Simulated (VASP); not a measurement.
Set up this calculation in VASP 6.6.1, as the native input.

* Task: single point
* Functional: PBE
* Potentials or basis: VASP PAW PBE potentials, release 64 (Cd, S)
* Cutoff: 500 eV
* k mesh: 4 × 4 × 2
* Occupations: gaussian, width 0.01 eV
* Spin: no spin polarisation
* Dipole correction: no
* Further INCAR settings: ALGO = Normal; EDIFF = 1e-06; NBANDS = 26

The structure of CdS (Greenockite) lies in POSCAR:

```
CdS
1.0
    4.1465700000     -0.0383400000      0.0088800000
   -2.1064900000      3.6102900000      0.0157900000
    0.0144200000      0.0379300000      6.6997500000
Cd S
2 2
Direct
    0.3356000000      0.6513100000      0.0098000000
    0.6359559272      0.3269339896      0.4968666245
    0.3943400000      0.6938500000      0.3849000000
    0.6800500000      0.3472600000      0.8919100000
```

One way to write it, as run:

INCAR

```
SYSTEM = CdS
ALGO = Normal
EDIFF = 1E-6
ENCUT = 500
GGA = PE
GGA_COMPAT = .False.
ISIF = 2
ISMEAR = 0
LASPH = .True.
LCHARG = .False.
LREAL = .False.
LWAVE = .False.
NBANDS = 26
NELM = 120
PREC = Accurate
SIGMA = 0.01
```

KPOINTS

```
k-points
0
Gamma
  4 4 2
  0 0 0
```

Potentials or basis: VASP PAW PBE potentials, release 64 (Cd, S).

Run with:

```sh
$ cat potpaw_PBE.64/Cd/POTCAR potpaw_PBE.64/S/POTCAR > POTCAR
$ mpirun -np 1 vasp_std > vasp.out
```

It gave:

```json
{"Pressure": "4.1 GPa", "Largest force": "1.563 eV/Å", "Band gap on the k mesh": "1.23 eV, direct"}
```

Caveat: the k points lie up to 0.47 Å⁻¹ apart; forces of over 1 eV/Å act on the atoms, so gaps and moduli don't describe the material at rest.

Wall time 88 s on 1 thread of AMD EPYC 7R13, with other jobs on the host, peak memory 0.18 GiB.
